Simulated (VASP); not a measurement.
AgRh:

```
Ag Rh
1.0
     2.72089    0.00000    0.00000
    -1.36044    2.35636    0.00000
     0.00000    0.00000    4.71044
Ag Rh
1 1
Direct
  0.00000 0.00000 0.50000
  0.66667 0.33333 0.00000
```

Program: VASP 6.6.1. Alike in all runs: task single point; no spin polarisation; cell as given; k mesh 11 × 11 × 6; cutoff (eV) 520.

Task: Order these runs on this cell by their pressure, lowest first.
A. level LDA; potentials or basis VASP PAW LDA potentials, release 64 (Ag, Rh_pv); smearing fermi-dirac 0.05 eV
B. level r2SCAN; potentials or basis VASP PAW PBE potentials, release 64 (Ag, Rh_pv); smearing fermi-dirac 0.05 eV
C. level BLYP; potentials or basis VASP PAW PBE potentials, release 64 (Ag, Rh_pv); smearing methfessel-paxton 0.1 eV

Result: A (-6.0 GPa), B (4.3 GPa), C (19.2 GPa).

Caveats: the cell stands under pressure (at least some runs); the PAW data sets were made with another functional, which shifts forces and pressure a little (at least some runs); the cell stands under tension (at least some runs).
